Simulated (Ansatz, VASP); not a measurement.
## BeS: VASP beside Ansatz

```xyz
2
Lattice="0.0000 2.4075 2.4075 2.4075 0.0000 2.4075 2.4075 2.4075 0.0000" Properties=species:S:1:pos:R:3 pbc="T T T"
Be    0.0000    0.0000    0.0000
S     3.6112    3.6112    3.6112
```

Alike in both runs: functional PBE; dispersion D3(BJ); k mesh 8 × 8 × 8; occupations gaussian, width 0.02 eV; no spin polarisation.

Ansatz relaxed the structure, and its values are those at the end. VASP's run is a single point on that final structure, the one shown.

```csv
,VASP,Ansatz
version,VASP 6.6.1,Ansatz 0.2.0
potentials or method,"VASP PAW PBE potentials, release 64 (Be, S), cutoff 600 eV","scalar-relativistic, plane waves, PAW"
valence electrons in the cell,8,8
```

VASP gave:

| Property | Result |
| --- | --- |
| gap on the k mesh at the Fermi level (eV) | 3.06 |
| least direct gap on the mesh (eV) | 5.66 |
| pressure (GPa) | 0.1 |

Which values does Ansatz return?

gap on the k mesh at the Fermi level (eV): 3.06; least direct gap on the mesh (eV): 5.64; pressure (GPa): 0.1.
